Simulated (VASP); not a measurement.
# Ta (I4/mmm) in VASP: a series of runs

Runs on Ta. Level: PBEsol. Tasks: single point.

All numbers are computed with VASP 6.6.1; they aren't measurements. Logs are shortened: lines on timing, memory, paths and dates and some standing lists are left out, and cuts for length are marked.

## (1) The cell of the first run

Symmetry: I4/mmm, No. 139, tetragonal system. Conventional cell: a = 3.468 Å, b = 3.468 Å, c = 3.220 Å, α = 90.00°, β = 90.00°, γ = 90.00°. Ta (site symmetry 4/mmm) has 14 Ta at 2.93 to 3.47 Å within 3.9 Å.

## (2) Single point, PBEsol (strain +0.050 along x and y, -0.025 along z)

INCAR

```
  PREC = Accurate
  ENCUT = 520
  EDIFF = 1E-7
  ISMEAR = 0
  SIGMA = 0.15
  LREAL = False
  LASPH = True
  NELM = 80
  ALGO = Fast
  ISIF = 2
  LWAVE = False
  LCHARG = False
  GGA = PS
  NBANDS = 12
```

KPOINTS

```
regular mesh
0
Gamma
  20 20 20
```

POSCAR

```
Ta
1.0
   -1.7338440000      1.7338440000      1.6099980000
    1.7338440000     -1.7338440000      1.6099980000
    1.7338440000      1.7338440000     -1.6099980000
Ta
1
Direct
    0.0000000000      0.0000000000      0.0000000000
```

Potentials or basis: VASP PAW PBE potentials, release 64 (Ta_pv).

Command:

```bash
cat potpaw_PBE.64/Ta_pv/POTCAR > POTCAR
mpirun -np 1 vasp_std > vasp.out
```

OUTCAR:

```text
PREC = Accurate
   ENCUT = 520
   EDIFF = 1E-7
   ISMEAR = 0
   LREAL = False
   LASPH = True
   NELM = 80
   ISIF = 2
   GGA = PS

 ion  position               nearest neighbor table
   1  0.000  0.000  0.000-

  LATTYP: Found a body centered tetragonal cell.
 ALAT       =     3.4676880000
 C/A-ratio  =     0.9285714286

  Lattice vectors:

 A1 = (  -1.7338440000,   1.7338440000,   1.6099980000)
 A2 = (   1.7338440000,  -1.7338440000,   1.6099980000)
 A3 = (   1.7338440000,   1.7338440000,  -1.6099980000)

Analysis of symmetry for initial positions (statically):
=====================================================================
 Subroutine PRICEL returns:
 Original cell was already a primitive cell.

 Routine SETGRP: Setting up the symmetry group for a
 body centered tetragonal supercell.

 Subroutine GETGRP returns: Found 16 space group operations
 (whereof 16 operations were pure point group operations)
 out of a pool of 16 trial point group operations.

The static configuration has the point symmetry D_4h.

Analysis of symmetry for dynamics (positions and initial velocities):
=====================================================================
 Subroutine PRICEL returns:
 Original cell was already a primitive cell.

 Routine SETGRP: Setting up the symmetry group for a
 body centered tetragonal supercell.

 Subroutine GETGRP returns: Found 16 space group operations
 (whereof 16 operations were pure point group operations)
 out of a pool of 16 trial point group operations.

The dynamic configuration has the point symmetry D_4h.

 Subroutine INISYM returns: Found 16 space group operations
 (whereof 16 operations are pure point group operations),
 and found     1 'primitive' translations

----------------------------------------------------------------------------------------

                                     Primitive cell

  volume of cell :      19.3600

  direct lattice vectors                    reciprocal lattice vectors
    -1.733844000  1.733844000  1.609998000     0.000000000  0.288376578  0.310559392
     1.733844000 -1.733844000  1.609998000     0.288376578  0.000000000  0.310559392
     1.733844000  1.733844000 -1.609998000     0.288376578  0.288376578  0.000000000

  length of vectors
     2.933346824  2.933346824  2.933346824     0.423802061  0.423802061  0.407826068

  position of ions in fractional coordinates (direct lattice)
     0.000000000  0.000000000  0.000000000

  ion indices of the primitive-cell ions
   primitive index   ion index
                 1           1

----------------------------------------------------------------------------------------

 KPOINTS: regular mesh

Automatic generation of k-mesh.
 Grid dimensions read from file:
 generate k-points for:   20   20   20

 Generating k-lattice:

  Cartesian coordinates                     Fractional coordinates (reciprocal lattice)
     0.000000000  0.014418829  0.015527970     0.050000000 -0.000000000  0.000000000
     0.014418829  0.000000000  0.015527970    -0.000000000  0.050000000  0.000000000
     0.014418829  0.014418829  0.000000000     0.000000000  0.000000000  0.050000000

  Length of vectors
     0.021190103  0.021190103  0.020391303

  Shift w.r.t. Gamma in fractional coordinates (k-lattice)
     0.000000000  0.000000000  0.000000000

 Subroutine IBZKPT returns following result:
 ===========================================

 Found    641 irreducible k-points:

 Following reciprocal coordinates:
            Coordinates               Weight
  0.000000  0.000000  0.000000      1.000000
  0.050000  0.000000 -0.000000      8.000000
  0.100000 -0.000000  0.000000      8.000000
  0.150000  0.000000  0.000000      8.000000
  0.200000 -0.000000  0.000000      8.000000
  0.250000  0.000000 -0.000000      8.000000
[... 16 lines left out ...]
 -0.400000  0.050000  0.000000     16.000000
 -0.350000  0.050000  0.000000     16.000000
 [... further k-points ...]
   k-points           NKPTS =    641   k-points in BZ     NKDIM =    641   number of bands    NBANDS=     12
   number of dos      NEDOS =    301   number of ions     NIONS =      1
   total plane-waves  NPLWV =  13824
   dimension x,y,z NGX =    24 NGY =   24 NGZ =   24
   dimension x,y,z NGXF=    48 NGYF=   48 NGZF=   48
   ions per type =               1
   NGX,Y,Z   is equivalent  to a cutoff of  13.60, 13.60, 13.60 a.u.
   NGXF,Y,Z  is equivalent  to a cutoff of  27.20, 27.20, 27.20 a.u.
 SYSTEM =  unknown system
   PREC   = accura    normal or accurate (medium, high low for compatibility)
   ISTART =      0    job   : 0-new  1-cont  2-samecut
   ICHARG =      2    charge: 1-file 2-atom 10-const
   ISPIN  =      1    spin polarized calculation?
   LNONCOLLINEAR =      F non collinear calculations
   LSORBIT =      F    spin-orbit coupling
   LASPH  =      T    aspherical Exc in radial PAW
   ENCUT  =  520.0 eV  38.22 Ry    6.18 a.u.   5.45  5.45  5.45*2*pi/ulx,y,z
   NELM   =     80;   NELMIN=  2; NELMDL= -5     # of ELM steps
   EDIFF  = 0.1E-06   stopping-criterion for ELM
   LREAL  =      F    real-space projection
   EDIFFG = 0.1E-05   stopping-criterion for IOM
   NSW    =      0    number of steps for IOM
   IBRION =     -1    ionic relax: 0-MD 1-quasi-New 2-CG
   NFREE  =      0    steps in history (QN), initial steepest desc. (CG)
   ISIF   =      2    stress and relaxation
   ISYM   =      2    0-nonsym 1-usesym 2-fastsym
   POTIM  = 0.5000    time-step for ionic-motion
   TEBEG  =    0.0;   TEEND  =   0.0 temperature during run
   PSTRESS=    0.0 pullay stress
   NELECT =      11.0000    total number of electrons
   NUPDOWN=      -1.0000    fix difference up-down
   EMIN   =  10.00;   EMAX   =-10.00  energy-range for DOS
   EFERMI =   0.00;   METHOD = LEGACY
   ISMEAR =     0;   SIGMA  =   0.15  broadening in eV -4-tet -1-fermi 0-gaus
   EFERMI_NEDOS =   21; number of points for ismear=-14 and -15
   IALGO  =     68    algorithm
   IMIX   =      4    mixing-type and parameters
     AMIX     =   0.40;   BMIX     =  1.00
     AMIX_MAG =   1.60;   BMIX_MAG =  1.00
  volume/ion in A,a.u.               =      19.36       130.65
  Fermi-wavevector in a.u.,A,eV,Ry     =   1.355930  2.562336 25.014939  1.838546
  Thomas-Fermi vector in A             =   2.482976
   LORBIT       =      0    0 simple, 1 ext, 2 COOP (PROOUT), +10 PAW based schemes
   GGA     = PS    functional components
   LHFCALC =     F    Hartree Fock is set to
   AEXX    =    0.0000 exact exchange contribution
   IVDW    =     0    specifies the selected vdW correction
   LEPSILON=     F    determine dielectric tensor
   LRPA    =     F    only Hartree local field effects (RPA)
 non-spin polarized calculation
 RMM-DIIS sequential band-by-band and
 Gauss-broadening in eV      SIGMA  =   0.15
  energy-cutoff  :      520.00
  volume of cell :       19.36
 maximum number of plane-waves:       538
 NGX is ok and might be reduce to    24
   NGX = 11   NGY = 11   NGZ = 11

 number of electron      11.0000000 magnetization

 Free energy of the ion-electron system (eV)
  ---------------------------------------------------
  ext. energy  EPLUGINS =         0.00000000
  ---------------------------------------------------
  free energy    TOTEN  =       -12.45217035 eV

  energy without entropy =      -12.43533671  energy(sigma->0) =      -12.44375353

 E-fermi :   4.7741     XC(G=0): -12.3623

 val. band max:        4.7724186713   @ k =  -0.4500   0.4500   0.1000
 cond. band min:       4.7757514723   @ k =  -0.2000  -0.4000   0.0500
 fundamental gap:      0.0033328010
 Fermi energy:         4.7741128114

 k-point     1 :       0.0000    0.0000    0.0000
  band No.  band energies     occupation
      1     -28.5634      2.00000
      2     -28.5634      2.00000
      3     -28.5461      2.00000
      4      -2.8893      2.00000
      5       4.9222      0.16264
      6       5.8166      0.00000
      7       5.8166      0.00000
      8       7.8233      0.00000
      9       9.0384      0.00000
     10      19.0686      0.00000
     11      19.0686      0.00000
     12      20.4075      0.00000

 k-point     2 :       0.0500    0.0000   -0.0000
  band No.  band energies     occupation
      1     -28.5813      2.00000
      2     -28.5713      2.00000
      3     -28.5534      2.00000
      4      -2.7831      2.00000
      5       4.9412      0.11517
      6       5.7863      0.00000
      7       5.8236      0.00000
      8       7.8198      0.00000
      9       8.9460      0.00000
     10      19.2619      0.00000
     11      19.2657      0.00000
     12      20.5442      0.00000

 k-point     3 :       0.1000   -0.0000    0.0000
  band No.  band energies     occupation
      1     -28.6496      2.00000
      2     -28.5944      2.00000
      3     -28.5580      2.00000
      4      -2.4725      2.00000
      5       4.9118      0.19436
      6       5.6720      0.00000
      7       5.9441      0.00000
      8       7.8257      0.00000
      9       8.7418      0.00000
     10      19.7296      0.00000
     11      19.8250      0.00000
     12      20.9245      0.00000
[... 286 lines left out ...]
 k-point    23 :      -0.4000    0.0500    0.0000
  band No.  band energies     occupation
      1     -29.3469      2.00000
      2     -28.8388      2.00000
      3     -28.5909      2.00000
      4       0.6082      2.00000
      5       3.4185      2.00000
      6       5.0224      0.01926
      7       8.5183      0.00000
      8       9.1646      0.00000
      9      10.3880      0.00000
     10      16.7109      0.00000
     11      18.1513      0.00000
     12      19.1803      0.00000

 k-point    24 :      -0.3500    0.0500    0.0000
  band No.  band energies     occupation
      1     -29.2372      2.00000
      2     -28.7980      2.00000
      3     -28.5855      2.00000
      4       0.2688      2.00000
      5       3.6533      2.00000
      6       4.6700      1.67379
      7       8.4484      0.00000
      8       8.8152      0.00000
      9       9.3859      0.00000
     10      17.6147      0.00000
     11      19.1310      0.00000
     12      19.5981      0.00000

 [... further k-points ...]
[... 5 lines left out ...]
  --------------------------------------------------------------------------------------
  -------------------------------------------------------------------------------------
  Total       -2.0751298     -2.0751298     -1.4465627      0.0000000     -0.0000000      0.0000000
  in kB     -171.7317075   -171.7317075   -119.7133165      0.0000000     -0.0000000      0.0000000
  external PRESSURE =    -154.3922438 kB  Pullay stress =       0.0000000 kB

 VOLUME and BASIS-vectors are now :
 -----------------------------------------------------------------------------
  energy-cutoff  :      520.00
  volume of cell :       19.36
      direct lattice vectors                 reciprocal lattice vectors
    -1.733844000  1.733844000  1.609998000     0.000000000  0.288376578  0.310559392
     1.733844000 -1.733844000  1.609998000     0.288376578  0.000000000  0.310559392
     1.733844000  1.733844000 -1.609998000     0.288376578  0.288376578  0.000000000

 POSITION                                       TOTAL-FORCE (eV/Angst)
 -----------------------------------------------------------------------------------
      0.00000      0.00000      0.00000        -0.000000      0.000000      0.000000
 -----------------------------------------------------------------------------------
    total drift:                                0.000000      0.000000      0.000000

  FREE ENERGIE OF THE ION-ELECTRON SYSTEM (eV)
  ---------------------------------------------------
  free  energy   TOTEN  =       -12.4521703469 eV

  energy  without entropy=      -12.4353367141  energy(sigma->0) =      -12.44375353
```

It took 3.2 min on 1 thread of Intel Xeon 8259CL, shared host; peak memory 0.26 GiB.

What came out:

```
Free energy            : -12.4522 eV
Pressure               : -15.4 GPa
Band gap on the k mesh : zero (an odd number of electrons rules out a gap without spin polarisation)
```

Stress tensor (GPa, compression positive):
```
-17.17   0.00   0.00
  0.00 -17.17   0.00
  0.00   0.00 -11.97
```

Levels at points of the mesh, in eV from the Fermi level:
| k point | band 2 | band 3 | band 4 | band 5 | band 6 | band 7 | band 8 | band 9 |
| --- | --- | --- | --- | --- | --- | --- | --- | --- |
| (0.00, 0.00, 0.00) | -33.34 | -33.32 | -7.66 | 0.15 | 1.04 | 1.04 | 3.05 | 4.26 |
| (0.50, 0.00, 0.00) | -33.65 | -33.36 | -4.07 | -1.64 | 1.49 | 3.61 | 5.05 | 7.09 |
| (0.50, 0.50, 0.00) | -33.58 | -33.31 | -4.16 | -0.73 | 0.97 | 2.78 | 4.12 | 6.96 |
| (0.50, 0.50, 0.50) | -34.03 | -33.88 | -3.51 | -3.34 | 6.17 | 6.17 | 6.45 | 7.40 |

Caveat: the cell differs from its parent crystal (strain +0.050 along x and y, -0.025 along z); the cell stands under tension; the PAW data sets were made with another functional, which shifts forces and pressure a little; spin-orbit coupling is left out, which moves the levels of the heavy elements.

## (3) Single point, PBEsol (strain -0.050 along x and y, +0.025 along z)

INCAR

```
PREC = Accurate
ENCUT = 520
EDIFF = 1E-7
ISMEAR = 0
SIGMA = 0.15
LREAL = False
LASPH = True
NELM = 100
ALGO = Fast
ISIF = 2
LWAVE = False
LCHARG = False
GGA = PS
NBANDS = 12
```

KPOINTS

```
Automatic mesh
0
Gamma
  20 20 20
```

POSCAR

```
Ta
1.0
   -1.5687160000      1.5687160000      1.6925620000
    1.5687160000     -1.5687160000      1.6925620000
    1.5687160000      1.5687160000     -1.6925620000
Ta
1
Direct
    0.0000000000      0.0000000000      0.0000000000
```

Potentials or basis: VASP PAW PBE potentials, release 64 (Ta_pv).

Command:

```bash
cat potpaw_PBE.64/Ta_pv/POTCAR > POTCAR
mpirun -np 1 vasp_std > vasp.out
```

Run time: 2.8 min. Hardware: 1 thread of Intel Xeon 8259CL, shared host; peak memory 0.24 GiB.

Results (log left out):

```
Free energy            : -12.4873 eV
Pressure               : 14.6 GPa
Band gap on the k mesh : zero (an odd number of electrons rules out a gap without spin polarisation)
```

Stress tensor (GPa, compression positive):
```
17.92  0.00  0.00
 0.00 17.92  0.00
 0.00  0.00  7.90
```

Levels at points of the mesh, in eV from the Fermi level:
| k point | band 1 | band 2 | band 3 | band 4 | band 5 | band 6 | band 7 | band 8 | band 9 | band 10 |
| --- | --- | --- | --- | --- | --- | --- | --- | --- | --- | --- |
| (0.00, 0.00, 0.00) | -32.73 | -32.72 | -32.72 | -8.24 | 0.42 | 0.42 | 1.42 | 3.49 | 4.87 | 14.53 |
| (0.50, 0.00, 0.00) | -34.26 | -33.17 | -32.73 | -4.77 | -1.43 | 1.81 | 3.38 | 5.45 | 8.41 | 12.44 |
| (0.50, 0.50, 0.00) | -34.22 | -33.27 | -32.81 | -4.77 | -2.47 | 2.41 | 5.13 | 5.82 | 8.73 | 12.17 |
| (0.50, 0.50, 0.50) | -33.92 | -33.68 | -33.68 | -4.45 | -4.18 | 7.27 | 7.62 | 7.62 | 8.11 | 10.06 |

Caveat: the cell differs from its parent crystal (strain -0.050 along x and y, +0.025 along z); the cell stands under pressure; the PAW data sets were made with another functional, which shifts forces and pressure a little; spin-orbit coupling is left out, which moves the levels of the heavy elements.

(Continued in part 2 of 2.)
